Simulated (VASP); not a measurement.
The system is Mg.

```
CELL_PARAMETERS angstrom
3.18776 0.00000 0.00000
-1.59388 2.76068 0.00000
0.00000 0.00000 5.17533
ATOMIC_POSITIONS crystal
Mg 0.66667 0.33333 0.75000
Mg 0.33333 0.66667 0.25000
```

Base run:

```yaml
Program: VASP 6.6.1
Functional: PBEsol
Dispersion: D4
Potentials_or_basis: VASP PAW PBE potentials, release 64 (Mg)
Cutoff: 520 eV
k_mesh: 10 × 10 × 5
Occupations: fermi-dirac, width 0.05 eV
Spin: no spin polarisation
```

Its results: band gap on the k mesh zero (band 2 reaches 3.29 eV, above the bottom of band 3 at 1.40 eV); pressure -0.7 GPa.

**Question.** The run is repeated on the same cell with these changes: functional from PBEsol to revPBE. What comes out?

**Answer.** Band gap on the k mesh zero (band 2 reaches 3.40 eV, above the bottom of band 3 at 1.55 eV); pressure 0.3 GPa.

revPBE binds less tightly than PBEsol, so the same cell stands under more pressure.

Caveats: the PAW data sets were made with another functional, which shifts forces and pressure a little; pairwise dispersion overbinds metals, which lowers pressure and volume.
